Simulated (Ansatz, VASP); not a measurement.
## One calculation of LaZn2Re2, two programs

```xyz
5
Lattice="0.0000 3.8618 0.0000 3.8618 0.0000 0.0000 1.9309 1.9309 -6.2142" Properties=species:S:1:pos:R:3 pbc="T T T"
Re    1.9309    3.8618   -3.1071
Re    3.8618    1.9309   -3.1071
La    0.0000    0.0000    0.0000
Zn    1.9309    1.9309   -1.2965
Zn    3.8618    3.8618   -4.9177
```

Alike in both runs: functional PBE; k mesh 5 × 5 × 5; no spin polarisation.

Ansatz relaxed the structure, and its values are those at the end. VASP's run is a single point on that final structure, the one shown.

|  | VASP | Ansatz |
| --- | --- | --- |
| version | VASP 6.6.1 | Ansatz 0.2.0 |
| potentials or method | VASP PAW PBE potentials, release 64 (Re, La, Zn), cutoff 520 eV | PAW plane waves |
| occupations | fermi-dirac, width 0.1 eV | fermi-dirac |
| valence electrons in the cell | 49 | 65 |

|  | VASP | Ansatz | Ansatz less VASP |
| --- | --- | --- | --- |
| gap on the k mesh at the Fermi level (eV) | none | none | - |
| pressure (GPa) | -0.1 | 0.0 | +0.09 |

A gap of «none» marks a metal or a gap that the smearing closes. VASP's potentials hold 49 valence electrons a cell and Ansatz's 65, so a difference there can come from the potentials and not from the codes.

Neither program's run includes spin-orbit coupling.
